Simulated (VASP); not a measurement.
Here is a VASP 6.6.1 calculation.

The input INCAR:

```
PREC = Accurate
ENCUT = 500
EDIFF = 1E-6
ISMEAR = 0
SIGMA = 0.1
LREAL = F
LASPH = T
NELM = 120
ALGO = Normal
ISIF = 2
LWAVE = F
LCHARG = T
GGA = PS
LELF = T
LVHAR = T
NBANDS = 8
GGA_COMPAT = F
```

File KPOINTS:

```
regular mesh
0
Gamma
  8 8 8
```

The input POSCAR:

```
P
1.0
    2.5585688000      0.0000000000      0.0000000000
    0.0000000000      2.5585688000      0.0000000000
    0.0000000000      0.0000000000      2.5585688000
P
1
Direct
    0.0000000000      0.0000000000      0.0000000000
```

Potentials or basis: VASP PAW PBE potentials, release 64 (P).

Launch:

```bash
$ cat potpaw_PBE.64/P/POTCAR > POTCAR
$ mpirun -np 1 vasp_std > vasp.out
```

(1) What does it give for the pressure?

Results:

(1) -14.5 GPa.

Caveat: the PAW data sets were made with another functional, which shifts forces and pressure a little.
